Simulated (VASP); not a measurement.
# Mo2H3 (Pmmm) in VASP: further runs

The runs below take Mo2H3 through single point, with PBE.

All numbers are computed with VASP 6.6.1; they aren't measurements. Logs are shortened: lines on timing, memory, paths and dates and some standing lists are left out, and cuts for length are marked.

## Step 1: The cell of the first run

Symmetry: Pmmm, No. 47, orthorhombic system. The conventional cell has a = 3.511 Å, b = 4.320 Å, c = 5.207 Å, α = 90.00°, β = 90.00°, γ = 90.00°. Within 2.3 Å of H (site symmetry mmm) lie 2 Mo at 1.76 Å. H (site symmetry mmm) has 2 H at 1.76 Å within 2.3 Å. H (site symmetry mmm) has 2 H at 1.76 Å within 2.3 Å. Mo (site symmetry mmm) has 2 Mo at 2.16 Å and 4 H at 2.78 Å within 2.9 Å. Mo (site symmetry mmm) has 2 H at 1.76 Å and 2 Mo at 2.16 Å within 2.3 Å.

The cell was generated, and may not be a known phase.

## Step 2: Single point, PBE

Contents of INCAR:

```
SYSTEM = Mo2H3
ALGO = Normal
EDIFF = 1E-6
ENCUT = 520
GGA = PE
ISIF = 2
ISMEAR = 0
LASPH = .True.
LCHARG = .False.
LREAL = .False.
LWAVE = .False.
NBANDS = 24
NELM = 100
PREC = Accurate
SIGMA = 0.1
```

Contents of KPOINTS:

```
k-points
0
Gamma
  6 4 4
  0 0 0
```

Contents of POSCAR:

```
Mo2H3
1.0
    3.5113166600      0.0000000000      0.0000000000
    0.0000000000      4.3195818400      0.0000000000
    0.0000000000      0.0000000000      5.2073487600
H Mo
3 2
Direct
    0.0000000000      0.0000000000      0.5000000000
    0.5000000000      0.0000000000      0.0000000000
    0.0000000000      0.0000000000      0.0000000000
    0.5000000000      0.5000000000      0.5000000000
    0.5000000000      0.0000000000      0.5000000000
```

Potentials or basis: VASP PAW PBE potentials, release 64 (H, Mo_sv).

Started as:

```
cat potpaw_PBE.64/H/POTCAR potpaw_PBE.64/Mo_sv/POTCAR > POTCAR
mpirun -np 1 vasp_std > vasp.out
```

OUTCAR:

```text
SYSTEM = Mo2H3
   EDIFF = 1E-6
   ENCUT = 520
   GGA = PE
   ISIF = 2
   ISMEAR = 0
   LASPH = .True.
   LREAL = .False.
   NELM = 100
   PREC = Accurate

 ion  position               nearest neighbor table
   1  0.000  0.000  0.500-   5 1.76   5 1.76
   2  0.500  0.000  0.000-
   3  0.000  0.000  0.000-
   4  0.500  0.500  0.500-   5 2.16   5 2.16
   5  0.500  0.000  0.500-   1 1.76   1 1.76   4 2.16   4 2.16

  LATTYP: Found a simple orthorhombic cell.
 ALAT       =     3.5113166600
 B/A-ratio  =     1.2301886324
 C/A-ratio  =     1.4830188400

  Lattice vectors:

 A1 = (   3.5113166600,   0.0000000000,   0.0000000000)
 A2 = (   0.0000000000,   4.3195818400,   0.0000000000)
 A3 = (   0.0000000000,   0.0000000000,   5.2073487600)

Analysis of symmetry for initial positions (statically):
=====================================================================
 Subroutine PRICEL returns:
 Original cell was already a primitive cell.

 Routine SETGRP: Setting up the symmetry group for a
 simple orthorhombic supercell.

 Subroutine GETGRP returns: Found  8 space group operations
 (whereof  8 operations were pure point group operations)
 out of a pool of  8 trial point group operations.

The static configuration has the point symmetry D_2h.

Analysis of symmetry for dynamics (positions and initial velocities):
=====================================================================
 Subroutine PRICEL returns:
 Original cell was already a primitive cell.

 Routine SETGRP: Setting up the symmetry group for a
 simple orthorhombic supercell.

 Subroutine GETGRP returns: Found  8 space group operations
 (whereof  8 operations were pure point group operations)
 out of a pool of  8 trial point group operations.

The dynamic configuration has the point symmetry D_2h.

 Subroutine INISYM returns: Found  8 space group operations
 (whereof  8 operations are pure point group operations),
 and found     1 'primitive' translations

----------------------------------------------------------------------------------------

                                     Primitive cell

  volume of cell :      78.9820

  direct lattice vectors                    reciprocal lattice vectors
[... 85 lines left out ...]
   ISTART =      0    job   : 0-new  1-cont  2-samecut
   ICHARG =      2    charge: 1-file 2-atom 10-const
   ISPIN  =      1    spin polarized calculation?
   LNONCOLLINEAR =      F non collinear calculations
   LSORBIT =      F    spin-orbit coupling
   LASPH  =      T    aspherical Exc in radial PAW
   ENCUT  =  520.0 eV  38.22 Ry    6.18 a.u.   6.53  8.03  9.68*2*pi/ulx,y,z
   NELM   =    100;   NELMIN=  2; NELMDL= -5     # of ELM steps
   EDIFF  = 0.1E-05   stopping-criterion for ELM
   LREAL  =      F    real-space projection
   EDIFFG = 0.1E-04   stopping-criterion for IOM
   NSW    =      0    number of steps for IOM
   IBRION =     -1    ionic relax: 0-MD 1-quasi-New 2-CG
   NFREE  =      0    steps in history (QN), initial steepest desc. (CG)
   ISIF   =      2    stress and relaxation
   ISYM   =      2    0-nonsym 1-usesym 2-fastsym
   POTIM  = 0.5000    time-step for ionic-motion
   TEBEG  =    0.0;   TEEND  =   0.0 temperature during run
   PSTRESS=    0.0 pullay stress
   NELECT =      31.0000    total number of electrons
   NUPDOWN=      -1.0000    fix difference up-down
   EMIN   =  10.00;   EMAX   =-10.00  energy-range for DOS
   EFERMI =   0.00;   METHOD = LEGACY
   ISMEAR =     0;   SIGMA  =   0.10  broadening in eV -4-tet -1-fermi 0-gaus
   EFERMI_NEDOS =   21; number of points for ismear=-14 and -15
   IALGO  =     38    algorithm
   IMIX   =      4    mixing-type and parameters
     AMIX     =   0.40;   BMIX     =  1.00
     AMIX_MAG =   1.60;   BMIX_MAG =  1.00
  volume/ion in A,a.u.               =      15.80       106.60
  Fermi-wavevector in a.u.,A,eV,Ry     =   1.198632  2.265086 19.547751  1.436719
  Thomas-Fermi vector in A             =   2.334516
   LORBIT       =      0    0 simple, 1 ext, 2 COOP (PROOUT), +10 PAW based schemes
   GGA     = PE    functional components
   LHFCALC =     F    Hartree Fock is set to
   AEXX    =    0.0000 exact exchange contribution
   IVDW    =     0    specifies the selected vdW correction
   LEPSILON=     F    determine dielectric tensor
   LRPA    =     F    only Hartree local field effects (RPA)
 non-spin polarized calculation
 Gauss-broadening in eV      SIGMA  =   0.10
  energy-cutoff  :      520.00
  volume of cell :       78.98
 maximum number of plane-waves:      2148
 NGX is ok and might be reduce to    28
   NGX = 13   NGY = 17   NGZ = 19

 number of electron      31.0000001 magnetization

 Free energy of the ion-electron system (eV)
  ---------------------------------------------------
  ext. energy  EPLUGINS =         0.00000000
  ---------------------------------------------------
  free energy    TOTEN  =       -22.40215861 eV

  energy without entropy =      -22.37159208  energy(sigma->0) =      -22.38687534

 E-fermi :   2.8792     XC(G=0):  -8.9016

 val. band max:        2.8738425875   @ k =   0.1667   0.0000   0.0000
 cond. band min:       2.8862177446   @ k =   0.1667   0.5000   0.2500
 fundamental gap:      0.0123751571
 Fermi energy:         2.8792394200

 k-point     1 :       0.0000    0.0000    0.0000
  band No.  band energies     occupation
      1     -58.4916      2.00000
      2     -57.3118      2.00000
      3     -35.0644      2.00000
      4     -32.3648      2.00000
      5     -32.3010      2.00000
      6     -31.5380      2.00000
[... 637 lines left out ...]
     23       7.1961      0.00000
     24       7.5527      0.00000

 [... further k-points ...]
[... 5 lines left out ...]
  --------------------------------------------------------------------------------------
  -------------------------------------------------------------------------------------
  Total       -5.1229449     11.0735937     -4.5797648     -0.0000000      0.0000000      0.0000000
  in kB     -103.9206608    224.6315720    -92.9020701     -0.0000000      0.0000000      0.0000000
  external PRESSURE =       9.2696137 kB  Pullay stress =       0.0000000 kB

 VOLUME and BASIS-vectors are now :
 -----------------------------------------------------------------------------
  energy-cutoff  :      520.00
  volume of cell :       78.98
      direct lattice vectors                 reciprocal lattice vectors
     3.511316660  0.000000000  0.000000000     0.284793454  0.000000000  0.000000000
     0.000000000  4.319581840  0.000000000     0.000000000  0.231503890  0.000000000
     0.000000000  0.000000000  5.207348760     0.000000000  0.000000000  0.192036302

 POSITION                                       TOTAL-FORCE (eV/Angst)
 -----------------------------------------------------------------------------------
      0.00000      0.00000      2.60367         0.000000      0.000000      0.000000
      1.75566      0.00000      0.00000         0.000000      0.000000      0.000000
      0.00000      0.00000      0.00000         0.000000      0.000000      0.000000
      1.75566      2.15979      2.60367         0.000000      0.000000      0.000000
      1.75566      0.00000      2.60367         0.000000      0.000000      0.000000
 -----------------------------------------------------------------------------------
    total drift:                                0.000000     -0.000000      0.000000

  FREE ENERGIE OF THE ION-ELECTRON SYSTEM (eV)
  ---------------------------------------------------
  free  energy   TOTEN  =       -22.4021586101 eV

  energy  without entropy=      -22.3715920795  energy(sigma->0) =      -22.38687534
```

stdout:

```text
POSCAR found type information on POSCAR H Mo
 POSCAR found :  2 types and       5 ions
 scaLAPACK will be used
 LDA part: xc-table for (Slater+PW92), standard interpolation
 POSCAR, INCAR and KPOINTS ok, starting setup
 FFT: planning ... GRIDC
 FFT: planning ... GRID_SOFT
 FFT: planning ... GRID
 WAVECAR not read
 entering main loop
```

It took 36 s on 1 thread of Intel Xeon Platinum 8559C (Emerald Rapids), shared host; peak memory 0.2 GiB.

Results:

| Item | Value |
| --- | --- |
| Free energy | -22.4022 eV |
| Pressure | 0.9 GPa |
| Band gap on the k mesh | zero (an odd number of electrons rules out a gap without spin polarisation) |

Stress tensor (GPa, compression positive):
```
-10.39   0.00   0.00
  0.00  22.46   0.00
  0.00   0.00  -9.29
```

Caveat: the k points lie up to 0.36 Å⁻¹ apart, too coarse for converged energies and pressures of a metal; an odd number of electrons without spin polarisation forces a metal; a magnetic or distorted state may lie lower.

## Step 3: Single point, PBE, collinear spin

Contents of INCAR:

```
PREC = Accurate
ENCUT = 520
EDIFF = 1E-7
ISMEAR = 0
SIGMA = 0.1
LREAL = False
LASPH = True
NELM = 150
ALGO = Normal
ISIF = 2
LWAVE = False
LCHARG = False
ISPIN = 2
MAGMOM = 0 0 0 1 1
LORBIT = 11
LMAXMIX = 4
GGA = PE
NBANDS = 28
```

Contents of KPOINTS:

```
Automatic mesh
0
Gamma
  6 4 4
```

POSCAR is that of step 2.

Potentials or basis: VASP PAW PBE potentials, release 64 (H, Mo_sv).

Started as:

```
cat potpaw_PBE.64/H/POTCAR potpaw_PBE.64/Mo_sv/POTCAR > POTCAR
mpirun -np 1 vasp_std > vasp.out
```

OUTCAR:

```text
PREC = Accurate
   ENCUT = 520
   EDIFF = 1E-7
   ISMEAR = 0
   LREAL = False
   LASPH = True
   NELM = 150
   ISIF = 2
   ISPIN = 2
   LORBIT = 11
   GGA = PE

 ion  position               nearest neighbor table
   1  0.000  0.000  0.500-   5 1.76   5 1.76
   2  0.500  0.000  0.000-
   3  0.000  0.000  0.000-
   4  0.500  0.500  0.500-   5 2.16   5 2.16
   5  0.500  0.000  0.500-   1 1.76   1 1.76   4 2.16   4 2.16

  LATTYP: Found a simple orthorhombic cell.
 ALAT       =     3.5113166600
 B/A-ratio  =     1.2301886324
 C/A-ratio  =     1.4830188400

  Lattice vectors:

 A1 = (   3.5113166600,   0.0000000000,   0.0000000000)
 A2 = (   0.0000000000,   4.3195818400,   0.0000000000)
 A3 = (   0.0000000000,   0.0000000000,   5.2073487600)

Analysis of symmetry for initial positions (statically):
=====================================================================
 Subroutine PRICEL returns:
 Original cell was already a primitive cell.

 Routine SETGRP: Setting up the symmetry group for a
 simple orthorhombic supercell.

 Subroutine GETGRP returns: Found  8 space group operations
 (whereof  8 operations were pure point group operations)
 out of a pool of  8 trial point group operations.

The static configuration has the point symmetry D_2h.

Analysis of symmetry for dynamics (positions and initial velocities):
=====================================================================
 Subroutine PRICEL returns:
 Original cell was already a primitive cell.

 Routine SETGRP: Setting up the symmetry group for a
 simple orthorhombic supercell.

 Subroutine GETGRP returns: Found  8 space group operations
 (whereof  8 operations were pure point group operations)
 out of a pool of  8 trial point group operations.

The dynamic configuration has the point symmetry D_2h.

[... 166 lines left out ...]

 E-fermi :   2.9563     XC(G=0):  -8.8649

 val. band max:        2.9493631914   @ k =   0.1667   0.0000   0.0000
 cond. band min:       2.9656854485   @ k =   0.0000   0.5000   0.0000
 fundamental gap:      0.0163222571
 Fermi energy:         2.9562590472

 spin component 1

 k-point     1 :       0.0000    0.0000    0.0000
  band No.  band energies     occupation
      1     -58.5363      1.00000
      2     -57.2778      1.00000
      3     -35.0530      1.00000
      4     -32.5161      1.00000
      5     -32.4138      1.00000
      6     -31.4572      1.00000
[... 709 lines left out ...]
     26      10.7684      0.00000
     27      13.0705      0.00000

 [... further k-points ...]

 spin component 2

 k-point     1 :       0.0000    0.0000    0.0000
  band No.  band energies     occupation
      1     -58.3732      1.00000
      2     -57.0305      1.00000
      3     -34.9508      1.00000
      4     -32.2963      1.00000
      5     -32.2468      1.00000
      6     -31.0888      1.00000
[... 709 lines left out ...]
     26      11.0972      0.00000
     27      12.9166      0.00000

 [... further k-points ...]

 [bands above 27 left out]

------------------------ aborting loop because EDIFF is reached ----------------------------------------

  FORCE on cell =-STRESS in cart. coord.  units (eV):
  Direction    XX          YY          ZZ          XY          YZ          ZX
  --------------------------------------------------------------------------------------
  -------------------------------------------------------------------------------------
  Total       -4.4496583     12.6503316     -4.7922485     -0.0000000      0.0000000      0.0000000
  in kB      -90.2628148    256.6162306    -97.2123725     -0.0000000      0.0000000      0.0000000
  external PRESSURE =      23.0470144 kB  Pullay stress =       0.0000000 kB

 VOLUME and BASIS-vectors are now :
 -----------------------------------------------------------------------------
  energy-cutoff  :      520.00
  volume of cell :       78.98
      direct lattice vectors                 reciprocal lattice vectors
     3.511316660  0.000000000  0.000000000     0.284793454  0.000000000  0.000000000
     0.000000000  4.319581840  0.000000000     0.000000000  0.231503890  0.000000000
     0.000000000  0.000000000  5.207348760     0.000000000  0.000000000  0.192036302

 POSITION                                       TOTAL-FORCE (eV/Angst)
 -----------------------------------------------------------------------------------
      0.00000      0.00000      2.60367         0.000000      0.000000      0.000000
      1.75566      0.00000      0.00000         0.000000      0.000000      0.000000
      0.00000      0.00000      0.00000         0.000000      0.000000      0.000000
      1.75566      2.15979      2.60367         0.000000      0.000000      0.000000
      1.75566      0.00000      2.60367         0.000000      0.000000      0.000000
 -----------------------------------------------------------------------------------
    total drift:                                0.000000     -0.000000      0.000000

  FREE ENERGIE OF THE ION-ELECTRON SYSTEM (eV)
  ---------------------------------------------------
  free  energy   TOTEN  =       -22.4942597734 eV

  energy  without entropy=      -22.4799726843  energy(sigma->0) =      -22.48711623

 total charge

# of ion       s       p       d       tot
------------------------------------------
    1        0.578   0.018   0.000   0.596
    2        0.377   0.006   0.000   0.383
    3        0.358   0.004   0.000   0.363
    4        2.320   6.057   4.403  12.779
    5        2.311   6.118   4.483  12.911
--------------------------------------------------
tot          5.944  12.203   8.885  27.032

 magnetization (x)

# of ion       s       p       d       tot
------------------------------------------
    1        0.007  -0.002   0.000   0.005
    2        0.007  -0.000   0.000   0.007
    3        0.038   0.000   0.000   0.038
    4        0.045   0.007   1.134   1.186
    5       -0.006  -0.002  -0.510  -0.518
--------------------------------------------------
tot          0.091   0.003   0.624   0.718
```

OSZICAR:

```text
N       E                     dE             d eps       ncg     rms          rms(c)
DAV:   1     0.285661201332E+03    0.28566E+03   -0.17719E+04  4480   0.100E+03
DAV:   2    -0.162821881193E+02   -0.30194E+03   -0.28756E+03  4816   0.323E+02
DAV:   3    -0.233428550177E+02   -0.70607E+01   -0.68487E+01  4672   0.488E+01
[... 16 lines left out ...]
DAV:  20    -0.224942578614E+02   -0.69694E-05   -0.19960E-05  4324   0.201E-02    0.382E-03
DAV:  21    -0.224942588787E+02   -0.10173E-05   -0.33898E-06  4372   0.629E-03    0.261E-03
DAV:  22    -0.224942593865E+02   -0.50782E-06   -0.17825E-06  4328   0.479E-03    0.169E-03
DAV:  23    -0.224942597081E+02   -0.32156E-06   -0.14967E-06  3836   0.336E-03    0.681E-04
DAV:  24    -0.224942597734E+02   -0.65306E-07   -0.29440E-07  3808   0.189E-03
   1 F= -.22494260E+02 E0= -.22487116E+02  d E =-.142871E-01  mag=     0.9712
```

It took 2 min on 1 thread of Intel Xeon Platinum 8559C (Emerald Rapids), shared host; peak memory 0.27 GiB.

Results:

* Free energy: -22.4943 eV
* Pressure: 2.3 GPa
* Band gap on the k mesh: zero (filled and empty bands overlap)
* Net moment: 0.97 μB per cell
* Site moments: H +0.01, +0.04 (each value once); Mo +1.19, -0.52 μB
* Valence electrons inside the program's atomic spheres: H 0.60, 0.38, 0.36; Mo 12.78, 12.91

Stress tensor (GPa, compression positive):
```
-9.03  0.00  0.00
 0.00 25.66  0.00
 0.00  0.00 -9.72
```

Caveat: the k points lie up to 0.36 Å⁻¹ apart, too coarse for converged energies and pressures of a metal.
